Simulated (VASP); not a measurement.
A run of VASP 6.6.1 is set up as follows.

File INCAR:

```
SYSTEM = CoO
ALGO = Normal
EDIFF = 1E-8
ENCUT = 520
GGA = CA
ISIF = 2
ISMEAR = 0
ISPIN = 2
LASPH = .True.
LCHARG = .False.
LEFG = .True.
LMAXMIX = 4
LORBIT = 11
LREAL = .False.
LWAVE = .False.
MAGMOM = 2.46 2.46 0.36 0.36
NBANDS = 27
NELM = 150
PREC = Accurate
SIGMA = 0.1
```

The input KPOINTS:

```
k-points
0
Gamma
  10 10 5
  0 0 0
```

File POSCAR:

```
CoO
1.0
    3.1976457435      0.0000000000      0.0000000000
   -1.5988228718      2.7692424462      0.0000000000
    0.0000000000      0.0000000000      5.2287097100
Co O
2 2
Direct
    0.3333333333      0.6666666667      0.5033624100
    0.0000000000      0.0000000000      0.0034741400
    0.3333333333      0.6666666667      0.8715556000
    0.0000000000      0.0000000000      0.3716088500
```

Potentials or basis: VASP PAW LDA potentials, release 64 (Co, O).

Command:

```sh
$ cat potpaw_LDA.64/Co/POTCAR potpaw_LDA.64/O/POTCAR > POTCAR
$ mpirun -np 1 vasp_std > vasp.out
```

Task: Estimate the net moment.

Result: 5.30 μB per cell.

Task: Estimate the largest force.

Result: 0.255 eV/Å.

Stress tensor (GPa, compression positive):
```
-17.60   0.00   0.00
  0.00 -17.60   0.00
  0.00   0.00 -13.70
```

Caveat: the cell stands under tension; without QUAD_EFG the Cq values of the log hold for a quadrupole moment of 1 mb, not for the nuclei.
